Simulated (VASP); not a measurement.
Runs of VASP 6.6.1 on Nb. The structure is that of space group Fm-3m (No. 225), or close to it. The cells are those of the table. 

| task | level | cell | cutoff (eV) | k mesh for the DOS | occupations for the DOS | gap on the mesh (eV) | pressure (GPa) |
| --- | --- | --- | --- | --- | --- | --- | --- |
| single point | PBEsol | a = 2.680 Å, angles 60.0°, 1 atom | 520 | - | - | none | 81.1 |
| single point | PBE+D4 | a = 2.417 Å, angles 60.0°, 1 atom | 520 | - | - | none | 294.8 |
| single point | PBEsol | a = 2.417 Å, angles 60.0°, 1 atom | 520 | - | - | none | 287.9 |
| single point | PBEsol | a = 2.794 Å, angles 60.0°, 1 atom | 520 | - | - | none | (c) |
| single point | PBEsol | a = 2.949 Å, angles 60.0°, 1 atom | 520 | - | - | none | -0.3 |
| single point | PBEsol | a = 2.260 Å, angles 60.0°, 1 atom | 520 | - | - | none | 561.7 |
| single point | PBEsol | a = 2.899 Å, angles 60.0°, 1 atom | 520 | - | - | none | (b) |
| relaxation of cell and atoms | PBEsol | relaxed from a = 2.914 Å, angles 60.0°, 1 atom | 600 | - | - | none | 0.0 |
| single point | PBE | a = 2.417 Å, angles 60.0°, 1 atom | 520 | - | - | none | (a) |

Alike in all rows: potentials or basis VASP PAW PBE potentials, release 64 (Nb_sv); no spin polarisation; k mesh 16 × 16 × 16; smearing fermi-dirac 0.05 eV.

Estimate the missing entries.

(a) 303.1; (b) 9.4; (c) 37.1.

Caveats: the PAW data sets were made with another functional, which shifts forces and pressure a little (some runs); pairwise dispersion overbinds metals, which lowers pressure and volume (some runs).

A k mesh can miss the band edges, and the runs leave out spin-orbit coupling on Nb.

A gap of «none» marks levels without a gap at the run's occupations.
